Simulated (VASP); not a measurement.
A run of VASP 6.6.1 is set up as follows.

The input INCAR:

```
SYSTEM = MgSc2C2
PREC = Accurate
ENCUT = 750
EDIFF = 1E-6
ISMEAR = 0
SIGMA = 0.1
LREAL = .FALSE.
LASPH = .TRUE.
NELM = 120
ALGO = Normal
ISIF = 2
LWAVE = .FALSE.
LCHARG = .FALSE.
GGA = PE
NBANDS = 28
GGA_COMPAT = .FALSE.
```

File KPOINTS:

```
regular mesh
0
G
  6 6 4
  0 0 0
```

The input POSCAR:

```
MgSc2C2
1.0
    4.2199745450     -0.0000000029      0.0000000000
   -2.1099872700      3.6546051608      0.0000000000
    0.0000000000      0.0000000000      5.4998036641
Mg Sc C
1 2 2
Direct
    0.0000000000      0.0000000000      0.3994933252
    0.3333333333      0.6666666667      0.8989654405
    0.6666666667      0.3333333333      0.8989654405
    0.0000000000      0.0000000000      0.7726391371
    0.0000000000      0.0000000000      0.0262728566
```

Potentials or basis: VASP PAW PBE potentials, release 64 (Mg_sv, Sc_sv, C).

Run with:

```console
$ cat potpaw_PBE.64/Mg_sv/POTCAR potpaw_PBE.64/Sc_sv/POTCAR potpaw_PBE.64/C/POTCAR > POTCAR
$ mpirun -np 1 vasp_std > vasp.out
```

Task: What does it give for the band gap on the k mesh?

Result: Zero (bands 20 and 21 overlap by 0.99 eV).

Task: Predict the pressure.

Result: 0.2 GPa.

Task: What does it give for the largest force?

Result: 0.068 eV/Å.

Stress tensor (GPa, compression positive):
```
 0.32  0.00  0.00
 0.00  0.32  0.00
 0.00  0.00 -0.19
```
